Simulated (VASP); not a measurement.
# TiSi2 (P-6m2) in VASP: relaxation of cell and atoms with PBE

Aim: the relaxation of cell and atoms of TiSi2 with PBE.

Program: VASP 6.6.1. These are calculated values, not measurements. Logs are shortened: lines on timing, memory, paths and dates and some standing lists are left out, and cuts for length are marked.

### Step 1. The cell of the first run

It takes space group P-6m2 (No. 187, hexagonal). Conventional cell: a = 4.477 Å, b = 4.477 Å, c = 2.683 Å, α = 90.00°, β = 90.00°, γ = 120.00°. Si (site symmetry -6m2) has 8 Si at 2.68 to 2.91 Å and 6 Ti at 2.91 Å within 3.5 Å. Within 3.4 Å of Si (site symmetry -6m2) lie 3 Ti at 2.59 Å and 8 Si at 2.68 to 2.91 Å. Ti (site symmetry -6m2) has 9 Si at 2.59 to 2.91 Å and 2 Ti at 2.68 Å within 3.4 Å.

### Step 2. Relaxation of cell and atoms, PBE

File INCAR:

```
ALGO = Normal ; EDIFF = 1E-7
EDIFFG = -0.015 ; ENCUT = 500
GGA = PE ; GGA_COMPAT = F
IBRION = 2 ; ISIF = 3
ISMEAR = 0 ; LASPH = T
LCHARG = F ; LREAL = F
LWAVE = F ; NELM = 120
NELMIN = 4 ; NSW = 80
PREC = Accurate ; SIGMA = 0.1
```

File KPOINTS:

```
k-points
0
Gamma
  12 12 8
```

File POSCAR:

```
TiSi2
1.0
    2.2386853346     -3.8775167417      0.0000000000
   -4.4773706692      0.0000000000      0.0000000000
    0.0000000000      0.0000000000     -5.3666724014
Si Ti
4 2
Direct
    0.0000000000      1.0000000000      0.5000000000
    0.0000000000      1.0000000000      0.0000000000
    0.6666666667      0.3333333333      0.2500000000
    0.6666666667      0.3333333333      0.7500000000
    0.3333333333      0.6666666667      0.2500000000
    0.3333333333      0.6666666667      0.7500000000
```

Potentials or basis: VASP PAW PBE potentials, release 64 (Si, Ti_sv).

On the command line:

```console
cat potpaw_PBE.64/Si/POTCAR potpaw_PBE.64/Ti_sv/POTCAR > POTCAR
mpirun -np 1 vasp_std > vasp.out
```

OUTCAR:

```text
EDIFF = 1E-7
   EDIFFG = -0.015
   ENCUT = 500
   GGA = PE
   IBRION = 2
   ISIF = 3
   ISMEAR = 0
   LASPH = T
   LREAL = F
   NELM = 120
   NELMIN = 4
   NSW = 80
   PREC = Accurate

 ion  position               nearest neighbor table
   1  0.000  0.000  0.500-   2 2.68   2 2.68   4 2.91   5 2.91   6 2.91   3 2.91   5 2.91   6 2.91
                             3 2.91   4 2.91   3 2.91   4 2.91   5 2.91   6 2.91
   2  0.000  0.000  0.000-   1 2.68   1 2.68   4 2.91   5 2.91   6 2.91   3 2.91   5 2.91   6 2.91
                             3 2.91   4 2.91   3 2.91   4 2.91   5 2.91   6 2.91
   3  0.667  0.333  0.250-   5 2.59   5 2.59   5 2.59   4 2.68   4 2.68   1 2.91   2 2.91   1 2.91
                             2 2.91   1 2.91   2 2.91
   4  0.667  0.333  0.750-   6 2.59   6 2.59   6 2.59   3 2.68   3 2.68   1 2.91   2 2.91   1 2.91
                             2 2.91   1 2.91   2 2.91
   5  0.333  0.667  0.250-   3 2.59   3 2.59   3 2.59   6 2.68   6 2.68   1 2.91   2 2.91   2 2.91
                             1 2.91   2 2.91   1 2.91
   6  0.333  0.667  0.750-   4 2.59   4 2.59   4 2.59   5 2.68   5 2.68   1 2.91   2 2.91   2 2.91
                             1 2.91   2 2.91   1 2.91
[... 7 lines left out ...]
 A1 = (   2.2386853346,  -3.8775167417,   0.0000000000)
 A2 = (  -4.4773706692,   0.0000000000,   0.0000000000)
 A3 = (   0.0000000000,   0.0000000000,  -5.3666724014)

Analysis of symmetry for initial positions (statically):
=====================================================================
 Subroutine PRICEL returns following result:

  LATTYP: Found a hexagonal cell.
 ALAT       =     4.4773706692
 C/A-ratio  =     0.5993107113

  Lattice vectors:

 A1 = (   2.2386853346,  -3.8775167417,   0.0000000000)
 A2 = (  -4.4773706692,   0.0000000000,   0.0000000000)
 A3 = (   0.0000000000,   0.0000000000,  -2.6833362007)

   2 primitive cells build up your supercell.

 Routine SETGRP: Setting up the symmetry group for a
 hexagonal supercell.

 Subroutine GETGRP returns: Found 12 space group operations
 (whereof 12 operations were pure point group operations)
 out of a pool of 24 trial point group operations.

The static configuration has the point symmetry D_3h.

Analysis of symmetry for dynamics (positions and initial velocities):
=====================================================================
 Subroutine PRICEL returns following result:

  LATTYP: Found a hexagonal cell.
 ALAT       =     4.4773706692
 C/A-ratio  =     0.5993107113

  Lattice vectors:

 A1 = (   2.2386853346,  -3.8775167417,   0.0000000000)
 A2 = (  -4.4773706692,   0.0000000000,   0.0000000000)
[... 124 lines left out ...]
   NELECT =      40.0000    total number of electrons
   NUPDOWN=      -1.0000    fix difference up-down
   EMIN   =  10.00;   EMAX   =-10.00  energy-range for DOS
   EFERMI =   0.00;   METHOD = LEGACY
   ISMEAR =     0;   SIGMA  =   0.10  broadening in eV -4-tet -1-fermi 0-gaus
   EFERMI_NEDOS =   21; number of points for ismear=-14 and -15
   IALGO  =     38    algorithm
   IMIX   =      4    mixing-type and parameters
     AMIX     =   0.40;   BMIX     =  1.00
     AMIX_MAG =   1.60;   BMIX_MAG =  1.00
  volume/ion in A,a.u.               =      15.53       104.79
  Fermi-wavevector in a.u.,A,eV,Ry     =   1.235002  2.333815 20.752003  1.525229
  Thomas-Fermi vector in A             =   2.369669
   LORBIT       =      0    0 simple, 1 ext, 2 COOP (PROOUT), +10 PAW based schemes
   GGA     = PE    functional components
   LHFCALC =     F    Hartree Fock is set to
   AEXX    =    0.0000 exact exchange contribution
   IVDW    =     0    specifies the selected vdW correction
   LEPSILON=     F    determine dielectric tensor
   LRPA    =     F    only Hartree local field effects (RPA)
 conjugate gradient relaxation of ions
 non-spin polarized calculation
 Gauss-broadening in eV      SIGMA  =   0.10
  energy-cutoff  :      500.00
  volume of cell :       93.17
 maximum number of plane-waves:      2392
 NGX is ok and might be reduce to    36
   NGX = 17   NGY = 17   NGZ = 19

--------------------------------------- Ionic step        1  -------------------------------------------

 number of electron      40.0000003 magnetization

 Free energy of the ion-electron system (eV)
  ---------------------------------------------------
  ext. energy  EPLUGINS =         0.00000000
  ---------------------------------------------------
  free energy    TOTEN  =       -36.80790884 eV

  energy without entropy =      -36.78124080  energy(sigma->0) =      -36.79457482

------------------------ aborting loop because EDIFF is reached ----------------------------------------

  FORCE on cell =-STRESS in cart. coord.  units (eV):
  Direction    XX          YY          ZZ          XY          YZ          ZX
  --------------------------------------------------------------------------------------
  -------------------------------------------------------------------------------------
  Total       -1.5017738     -1.5017738     -3.1626574      0.0000000      0.0000000      0.0000000
  in kB      -25.8245821    -25.8245821    -54.3852227      0.0000000      0.0000000      0.0000000
  external PRESSURE =     -35.3447957 kB  Pullay stress =       0.0000000 kB
[... 147 lines left out ...]
--------------------------------------- Ionic step        5  -------------------------------------------

 number of electron      40.0000006 magnetization

 Free energy of the ion-electron system (eV)
  ---------------------------------------------------
  ext. energy  EPLUGINS =         0.00000000
  ---------------------------------------------------
  free energy    TOTEN  =       -36.86341142 eV

  energy without entropy =      -36.84287995  energy(sigma->0) =      -36.85314569

 E-fermi :   9.4389     XC(G=0): -11.4455

 val. band max:        9.4370326574   @ k =   0.2500   0.2500   0.5000
 cond. band min:       9.4420855756   @ k =   0.1667   0.0833   0.5000
 fundamental gap:      0.0050529182
 Fermi energy:         9.4389316149

 k-point     1 :       0.0000    0.0000    0.0000
  band No.  band energies     occupation
      1     -46.8264      2.00000
      2     -46.6869      2.00000
      3     -23.5099      2.00000
      4     -23.1393      2.00000
      5     -23.1393      2.00000
      6     -23.0210      2.00000
[... 637 lines left out ...]
     23      10.5824      0.00000
     24      11.6710      0.00000

 [... further k-points ...]

------------------------ aborting loop because EDIFF is reached ----------------------------------------

  FORCE on cell =-STRESS in cart. coord.  units (eV):
  Direction    XX          YY          ZZ          XY          YZ          ZX
  --------------------------------------------------------------------------------------
  -------------------------------------------------------------------------------------
  Total        0.0760922      0.0760922      0.0848991     -0.0000000      0.0000000      0.0000000
  in kB        1.3603548      1.3603548      1.5178021     -0.0000000      0.0000000      0.0000000
  external PRESSURE =       1.4128372 kB  Pullay stress =       0.0000000 kB
[... 21 lines left out ...]
  FREE ENERGIE OF THE ION-ELECTRON SYSTEM (eV)
  ---------------------------------------------------
  free  energy   TOTEN  =       -36.8634114225 eV

  energy  without entropy=      -36.8428799536  energy(sigma->0) =      -36.85314569

 reached required accuracy - stopping structural energy minimisation
```

It took 24 min on 1 thread of Oxide Virtual Turin-like, shared host; peak memory 0.3 GiB.

Results:

* Free energy: -36.8634 eV
* Relaxed volume: 14.94 Å³/atom
* Relaxed cell: a = 4.459 Å, b = 4.459 Å, c = 5.205 Å, α = 90.00°, β = 90.00°, γ = 120.00°
* Space group after relaxing (to 0.1 Å): P-6m2 (No. 187)
* Energy gained by relaxing: 9.3 meV/atom
* Ionic steps: 5
* Pressure after relaxing: 0.1 GPa
* Band gap on the k mesh: zero (bands 20 and 21 overlap by 1.27 eV)

Step by step:
| step | energy change (eV) | largest force (eV/Å) | pressure (GPa) | volume (Å³) |
| --- | --- | --- | --- | --- |
| 1 | 0.0000 | 0.0000 | -3.53 | 93.17 |
| 2 | -0.0451 | 0.0000 | 1.52 | 88.62 |
| 3 | -0.0482 | 0.0000 | 0.44 | 89.50 |
| 4 | -0.0550 | 0.0000 | 0.21 | 89.59 |
| 5 | -0.0555 | 0.0000 | 0.14 | 89.62 |

Final structure:
```
CELL_PARAMETERS angstrom
2.22952 -3.86164 0.00000
-4.45904 0.00000 0.00000
0.00000 0.00000 -5.20459
ATOMIC_POSITIONS crystal
Si 0.00000 0.00000 0.50000
Si 0.00000 0.00000 0.00000
Si 0.66667 0.33333 0.25000
Si 0.66667 0.33333 0.75000
Ti 0.33333 0.66667 0.25000
Ti 0.33333 0.66667 0.75000
```
